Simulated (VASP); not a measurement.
Set up this calculation in VASP 6.6.1, as the native input.

```yaml
Task: single point
Functional: PBEsol
Potentials_or_basis: VASP PAW PBE potentials, release 64 (Ti_sv, Al)
Cutoff: 520 eV
k_mesh: 12 × 12 × 12
Occupations: gaussian, width 0.15 eV
Spin: collinear spin, ferromagnetic start
Starting_moments: "[0.1, 0.1, 0.1, 0.0] μB"
Fixed_moment: 0.3 μB
Dipole_correction: no
Further_INCAR_settings: ALGO = Normal; EDIFF = 1e-06; NBANDS = 32
```

The structure of Ti3Al lies in POSCAR:

```
Ti3Al
1.0
    0.0000000000      3.0521976457      3.0521976457
    3.0521976457      0.0000000000      3.0521976457
    3.0521976457      3.0521976457      0.0000000000
Ti Al
3 1
Direct
    0.7500000000      0.7500000000      0.7500000000
    0.2500000000      0.2500000000      0.2500000000
    0.0000000000      0.0000000000      0.0000000000
    0.5000000000      0.5000000000      0.5000000000
```

These files were run (other wordings do the same):

INCAR

```
PREC = Accurate
ENCUT = 520
EDIFF = 1E-6
ISMEAR = 0
SIGMA = 0.15
LREAL = False
LASPH = True
NELM = 150
ALGO = Normal
ISIF = 2
LWAVE = False
LCHARG = True
ISPIN = 2
MAGMOM = 0.1 0.1 0.1 0
LORBIT = 11
NUPDOWN = 0.3
LMAXMIX = 4
GGA = PS
LELF = True
LVHAR = True
NBANDS = 32
```

KPOINTS

```
regular mesh
0
Gamma
  12 12 12
```

Potentials or basis: VASP PAW PBE potentials, release 64 (Ti_sv, Al).

The run is started by

```console
$ cat potpaw_PBE.64/Ti_sv/POTCAR potpaw_PBE.64/Al/POTCAR > POTCAR
$ mpirun -np 1 vasp_std > vasp.out
```

It gave:

| Property | Result |
| --- | --- |
| Pressure | 19.2 GPa |
| Net moment | 0.30 μB per cell |
| Site moments | Ti +0.03, +0.18; Al -0.00 μB |
| Valence electrons inside the program's atomic spheres | Ti 10.48, 10.54; Al 0.92 |

Caveat: the PAW data sets were made with another functional, which shifts forces and pressure a little; the total moment is fixed, so each spin has its own Fermi level.

It took 2.2 min on 1 thread of AMD EPYC 9R45 96-Core Processor (Zen 5), on a shared host, peak memory 0.3 GiB.
